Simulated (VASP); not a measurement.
# HfSeS4 (P4/mmm) in VASP: a series of runs

HfSeS4 is run at these levels: PBE; tasks: single point.

Everything below comes from runs of VASP 6.6.1. Logs are shortened: lines on timing, memory, paths and dates and some standing lists are left out, and cuts for length are marked.

### Step 1. The cell of the first run

Symmetry: P4/mmm, No. 123, tetragonal system. The conventional cell has a = 3.330 Å, b = 3.330 Å, c = 9.678 Å, α = 90.00°, β = 90.00°, γ = 90.00°. Within 3.6 Å of Hf (site symmetry 4/mmm) lie 10 S at 2.72 to 3.42 Å and 4 Hf at 3.33 Å. Se (site symmetry 4/mmm) has 10 S at 2.75 to 3.48 Å and 4 Se at 3.33 Å within 3.6 Å. S (site symmetry 4mm) has 9 S at 2.71 to 3.33 Å and 4 Hf at 2.72 Å and 1 Se at 3.48 Å within 3.6 Å. S (site symmetry 4mm) has 4 Se at 2.75 Å and 9 S at 2.84 to 3.33 Å and 1 Hf at 3.42 Å within 3.6 Å.

The cell was generated, and may not be a known phase.

### Step 2. Single point, PBE

INCAR reads:

```
SYSTEM = HfSeS4
PREC = Accurate
ENCUT = 520
EDIFF = 1E-6
ISMEAR = 0
SIGMA = 0.1
LREAL = .FALSE.
LASPH = .TRUE.
NELM = 100
ALGO = Normal
ISIF = 2
LWAVE = .FALSE.
LCHARG = .TRUE.
GGA = PE
LELF = .TRUE.
LVHAR = .TRUE.
NBANDS = 29
```

KPOINTS reads:

```
Automatic mesh
0
G
  4 4 4
  0 0 0
```

POSCAR reads:

```
HfSeS4
1.0
    3.3299137037      0.0000000000      0.0000000000
    0.0000000000      3.3299137037      0.0000000000
    0.0000000000      0.0000000000      9.6776938992
Hf Se S
1 1 4
Direct
    0.5000000000      0.5000000000      0.5000000000
    0.0000000000      0.0000000000      0.0000000000
    0.0000000000      0.0000000000      0.6402510518
    0.5000000000      0.5000000000      0.1464976618
    0.5000000000      0.5000000000      0.8535023382
    0.0000000000      0.0000000000      0.3597489482
```

Potentials or basis: VASP PAW PBE potentials, release 64 (Hf_pv, Se, S).

The run is started by

```sh
cat potpaw_PBE.64/Hf_pv/POTCAR potpaw_PBE.64/Se/POTCAR potpaw_PBE.64/S/POTCAR > POTCAR
mpirun -np 1 vasp_std > vasp.out
```

OUTCAR:

```text
SYSTEM = HfSeS4
   PREC = Accurate
   ENCUT = 520
   EDIFF = 1E-6
   ISMEAR = 0
   LREAL = .FALSE.
   LASPH = .TRUE.
   NELM = 100
   ISIF = 2
   GGA = PE

 ion  position               nearest neighbor table
   1  0.500  0.500  0.500-   3 2.72   6 2.72   3 2.72   6 2.72   3 2.72   6 2.72   3 2.72   6 2.72

   2  0.000  0.000  0.000-   4 2.75   5 2.75   4 2.75   5 2.75   4 2.75   5 2.75   4 2.75   5 2.75

   3  0.000  0.000  0.640-   6 2.71   1 2.72   1 2.72   1 2.72   1 2.72
   4  0.500  0.500  0.146-   2 2.75   2 2.75   2 2.75   2 2.75
   5  0.500  0.500  0.854-   2 2.75   2 2.75   2 2.75   2 2.75
   6  0.000  0.000  0.360-   3 2.71   1 2.72   1 2.72   1 2.72   1 2.72

  LATTYP: Found a simple tetragonal cell.
 ALAT       =     3.3299137037
 C/A-ratio  =     2.9062897001

  Lattice vectors:

 A1 = (   3.3299137037,   0.0000000000,   0.0000000000)
 A2 = (   0.0000000000,   3.3299137037,   0.0000000000)
 A3 = (   0.0000000000,   0.0000000000,   9.6776938992)

Analysis of symmetry for initial positions (statically):
=====================================================================
 Subroutine PRICEL returns:
 Original cell was already a primitive cell.

 Routine SETGRP: Setting up the symmetry group for a
 simple tetragonal supercell.

 Subroutine GETGRP returns: Found 16 space group operations
 (whereof 16 operations were pure point group operations)
 out of a pool of 16 trial point group operations.

The static configuration has the point symmetry D_4h.

Analysis of symmetry for dynamics (positions and initial velocities):
=====================================================================
 Subroutine PRICEL returns:
 Original cell was already a primitive cell.

 Routine SETGRP: Setting up the symmetry group for a
 simple tetragonal supercell.

 Subroutine GETGRP returns: Found 16 space group operations
 (whereof 16 operations were pure point group operations)
 out of a pool of 16 trial point group operations.

The dynamic configuration has the point symmetry D_4h.

 Subroutine INISYM returns: Found 16 space group operations
 (whereof 16 operations are pure point group operations),
 and found     1 'primitive' translations

----------------------------------------------------------------------------------------

                                     Primitive cell

  volume of cell :     107.3094

  direct lattice vectors                    reciprocal lattice vectors
     3.329913704  0.000000000  0.000000000     0.300308083  0.000000000  0.000000000
     0.000000000  3.329913704  0.000000000     0.000000000  0.300308083  0.000000000
     0.000000000  0.000000000  9.677693899     0.000000000  0.000000000  0.103330402

  length of vectors
     3.329913704  3.329913704  9.677693899     0.300308083  0.300308083  0.103330402

  position of ions in fractional coordinates (direct lattice)
     0.500000000  0.500000000  0.500000000
     0.000000000  0.000000000  0.000000000
     0.000000000  0.000000000  0.640251052
     0.500000000  0.500000000  0.146497662
     0.500000000  0.500000000  0.853502338
     0.000000000  0.000000000  0.359748948

  ion indices of the primitive-cell ions
   primitive index   ion index
                 1           1
                 2           2
                 3           3
                 4           4
                 5           5
                 6           6

----------------------------------------------------------------------------------------

 KPOINTS: Automatic mesh

Automatic generation of k-mesh.
 Grid dimensions read from file:
 generate k-points for:    4    4    4

 Generating k-lattice:

  Cartesian coordinates                     Fractional coordinates (reciprocal lattice)
     0.075077021  0.000000000  0.000000000     0.250000000  0.000000000  0.000000000
     0.000000000  0.075077021  0.000000000     0.000000000  0.250000000  0.000000000
     0.000000000  0.000000000  0.025832600     0.000000000  0.000000000  0.250000000

  Length of vectors
     0.075077021  0.075077021  0.025832600

  Shift w.r.t. Gamma in fractional coordinates (k-lattice)
     0.000000000  0.000000000  0.000000000

 Subroutine IBZKPT returns following result:
 ===========================================

 Found     18 irreducible k-points:

 Following reciprocal coordinates:
            Coordinates               Weight
  0.000000  0.000000  0.000000      1.000000
  0.250000  0.000000  0.000000      4.000000
  0.500000  0.000000  0.000000      2.000000
  0.250000  0.250000  0.000000      4.000000
  0.500000  0.250000  0.000000      4.000000
  0.500000  0.500000  0.000000      1.000000
[... 10 lines left out ...]
  0.500000  0.250000  0.500000      4.000000
  0.500000  0.500000  0.500000      1.000000
   k-points           NKPTS =     18   k-points in BZ     NKDIM =     18   number of bands    NBANDS=     29
   number of dos      NEDOS =    301   number of ions     NIONS =      6
   total plane-waves  NPLWV =  56448
   dimension x,y,z NGX =    28 NGY =   28 NGZ =   72
   dimension x,y,z NGXF=    56 NGYF=   56 NGZF=  144
   ions per type =               1   1   4
   NGX,Y,Z   is equivalent  to a cutoff of  13.98, 13.98, 12.37 a.u.
   NGXF,Y,Z  is equivalent  to a cutoff of  27.96, 27.96, 24.74 a.u.
 SYSTEM =  HfSeS4
   PREC   = accura    normal or accurate (medium, high low for compatibility)
   ISTART =      0    job   : 0-new  1-cont  2-samecut
   ICHARG =      2    charge: 1-file 2-atom 10-const
   ISPIN  =      1    spin polarized calculation?
   LNONCOLLINEAR =      F non collinear calculations
   LSORBIT =      F    spin-orbit coupling
   LASPH  =      T    aspherical Exc in radial PAW
   ENCUT  =  520.0 eV  38.22 Ry    6.18 a.u.   6.19  6.19 17.99*2*pi/ulx,y,z
   NELM   =    100;   NELMIN=  2; NELMDL= -5     # of ELM steps
   EDIFF  = 0.1E-05   stopping-criterion for ELM
   LREAL  =      F    real-space projection
   EDIFFG = 0.1E-04   stopping-criterion for IOM
   NSW    =      0    number of steps for IOM
   IBRION =     -1    ionic relax: 0-MD 1-quasi-New 2-CG
   NFREE  =      0    steps in history (QN), initial steepest desc. (CG)
   ISIF   =      2    stress and relaxation
   ISYM   =      2    0-nonsym 1-usesym 2-fastsym
   POTIM  = 0.5000    time-step for ionic-motion
   TEBEG  =    0.0;   TEEND  =   0.0 temperature during run
   PSTRESS=    0.0 pullay stress
   NELECT =      40.0000    total number of electrons
   NUPDOWN=      -1.0000    fix difference up-down
   EMIN   =  10.00;   EMAX   =-10.00  energy-range for DOS
   EFERMI =   0.00;   METHOD = LEGACY
   ISMEAR =     0;   SIGMA  =   0.10  broadening in eV -4-tet -1-fermi 0-gaus
   EFERMI_NEDOS =   21; number of points for ismear=-14 and -15
   IALGO  =     38    algorithm
   IMIX   =      4    mixing-type and parameters
     AMIX     =   0.40;   BMIX     =  1.00
     AMIX_MAG =   1.60;   BMIX_MAG =  1.00
  volume/ion in A,a.u.               =      17.88       120.69
  Fermi-wavevector in a.u.,A,eV,Ry     =   1.178191  2.226457 18.886697  1.388133
  Thomas-Fermi vector in A             =   2.314524
   LORBIT       =      0    0 simple, 1 ext, 2 COOP (PROOUT), +10 PAW based schemes
   GGA     = PE    functional components
   LHFCALC =     F    Hartree Fock is set to
   AEXX    =    0.0000 exact exchange contribution
   IVDW    =     0    specifies the selected vdW correction
   LEPSILON=     F    determine dielectric tensor
   LRPA    =     F    only Hartree local field effects (RPA)
 non-spin polarized calculation
 Gauss-broadening in eV      SIGMA  =   0.10
  energy-cutoff  :      520.00
  volume of cell :      107.31
 maximum number of plane-waves:      2920
 NGX is ok and might be reduce to    28
   NGX = 13   NGY = 13   NGZ = 35

 number of electron      39.9999993 magnetization

 Free energy of the ion-electron system (eV)
  ---------------------------------------------------
  ext. energy  EPLUGINS =         0.00000000
  ---------------------------------------------------
  free energy    TOTEN  =       -30.36134251 eV

  energy without entropy =      -30.34653335  energy(sigma->0) =      -30.35393793

 E-fermi :   6.4730     XC(G=0): -10.8846

 val. band max:        6.4134019838   @ k =   0.2500   0.2500   0.5000
 cond. band min:       6.4794740822   @ k =   0.5000   0.2500   0.5000
 fundamental gap:      0.0660720984
 Fermi energy:         6.4730221965

 k-point     1 :       0.0000    0.0000    0.0000
  band No.  band energies     occupation
      1     -25.0979      2.00000
      2     -24.8658      2.00000
      3     -24.8658      2.00000
      4     -10.0293      2.00000
      5      -8.1768      2.00000
      6      -7.2177      2.00000
[... 21 lines left out ...]
     28      11.1924      0.00000
     29      11.5554      0.00000

 k-point     2 :       0.2500    0.0000    0.0000
  band No.  band energies     occupation
      1     -25.0789      2.00000
      2     -25.0147      2.00000
      3     -24.8512      2.00000
      4      -9.3330      2.00000
      5      -7.5711      2.00000
      6      -6.7553      2.00000
[... 21 lines left out ...]
     28      10.5493      0.00000
     29      11.3823      0.00000

 k-point     3 :       0.5000    0.0000    0.0000
  band No.  band energies     occupation
      1     -25.1590      2.00000
      2     -25.0598      2.00000
      3     -24.8366      2.00000
      4      -7.6607      2.00000
      5      -7.0282      2.00000
      6      -6.7922      2.00000
[... 21 lines left out ...]
     28      11.0172      0.00000
     29      12.2528      0.00000

 k-point     4 :       0.2500    0.2500    0.0000
  band No.  band energies     occupation
      1     -25.0616      2.00000
      2     -25.0009      2.00000
      3     -24.9866      2.00000
      4      -8.6748      2.00000
      5      -7.1919      2.00000
      6      -6.3025      2.00000
[... 21 lines left out ...]
     28      11.5597      0.00000
     29      12.0291      0.00000

 k-point     5 :       0.5000    0.2500    0.0000
  band No.  band energies     occupation
      1     -25.1323      2.00000
      2     -25.0442      2.00000
      3     -24.9727      2.00000
      4      -7.2090      2.00000
      5      -6.7488      2.00000
      6      -6.5513      2.00000
[... 21 lines left out ...]
     28      11.4337      0.00000
     29      11.7810      0.00000
[... 318 lines left out ...]
     28      10.9579      0.00000
     29      12.4035      0.00000

 k-point    16 :       0.2500    0.2500    0.5000
  band No.  band energies     occupation
      1     -25.0616      2.00000
      2     -25.0009      2.00000
      3     -24.9866      2.00000
      4      -8.6564      2.00000
      5      -7.3378      2.00000
      6      -5.8606      2.00000
[... 21 lines left out ...]
     28      11.6899      0.00000
     29      12.1022      0.00000

 k-point    17 :       0.5000    0.2500    0.5000
  band No.  band energies     occupation
      1     -25.1323      2.00000
      2     -25.0442      2.00000
      3     -24.9727      2.00000
      4      -7.1665      2.00000
      5      -6.8238      2.00000
      6      -6.5450      2.00000
[... 21 lines left out ...]
     28      11.3231      0.00000
     29      11.7269      0.00000

 k-point    18 :       0.5000    0.5000    0.5000
  band No.  band energies     occupation
      1     -25.1053      2.00000
      2     -25.1053      2.00000
      3     -25.0284      2.00000
      4      -6.8083      2.00000
      5      -6.5284      2.00000
      6      -5.9011      2.00000
[... 21 lines left out ...]
     28      11.8362      0.00000
     29      12.1281      0.00000

------------------------ aborting loop because EDIFF is reached ----------------------------------------

  FORCE on cell =-STRESS in cart. coord.  units (eV):
  Direction    XX          YY          ZZ          XY          YZ          ZX
  --------------------------------------------------------------------------------------
  -------------------------------------------------------------------------------------
  Total       -0.4201002     -0.4201002     -0.1389077      0.0000000      0.0000000      0.0000000
  in kB       -6.2722835     -6.2722835     -2.0739542      0.0000000      0.0000000      0.0000000
  external PRESSURE =      -4.8728404 kB  Pullay stress =       0.0000000 kB

 VOLUME and BASIS-vectors are now :
 -----------------------------------------------------------------------------
  energy-cutoff  :      520.00
  volume of cell :      107.31
      direct lattice vectors                 reciprocal lattice vectors
     3.329913704  0.000000000  0.000000000     0.300308083  0.000000000  0.000000000
     0.000000000  3.329913704  0.000000000     0.000000000  0.300308083  0.000000000
     0.000000000  0.000000000  9.677693899     0.000000000  0.000000000  0.103330402

 POSITION                                       TOTAL-FORCE (eV/Angst)
 -----------------------------------------------------------------------------------
      1.66496      1.66496      4.83885         0.000000      0.000000      0.000000
      0.00000      0.00000      0.00000         0.000000      0.000000      0.000000
      0.00000      0.00000      6.19615        -0.000000      0.000000     -0.062526
      1.66496      1.66496      1.41776         0.000000      0.000000      0.000583
      1.66496      1.66496      8.25993         0.000000     -0.000000     -0.000583
      0.00000      0.00000      3.48154         0.000000     -0.000000      0.062526
 -----------------------------------------------------------------------------------
    total drift:                                0.000000      0.000000      0.000000

  FREE ENERGIE OF THE ION-ELECTRON SYSTEM (eV)
  ---------------------------------------------------
  free  energy   TOTEN  =       -30.3613425126 eV

  energy  without entropy=      -30.3465333537  energy(sigma->0) =      -30.35393793
```

Run time: 30 s. Hardware: 1 thread of Intel Xeon 6975P-C (Granite Rapids), shared host; peak memory 0.25 GiB.

What came out:

```
Free energy            : -30.3613 eV
Pressure               : -0.5 GPa
Largest force          : 0.063 eV/Å
Band gap on the k mesh : zero (bands 20 and 21 overlap by 0.76 eV)
```

Forces on the atoms (eV/Å):
```
Hf   0.000  0.000  0.000
Se   0.000  0.000  0.000
S    0.000  0.000 -0.063
S    0.000  0.000  0.001
S    0.000  0.000 -0.001
S    0.000  0.000  0.063
```

Caveat: the k points lie up to 0.47 Å⁻¹ apart, too coarse for converged energies and pressures of a metal; spin-orbit coupling is left out, which moves the levels of the heavy elements.

[end of part 1 of 2]

The gap in the log of VASP goes by the Fermi energy; the results here count the filled bands.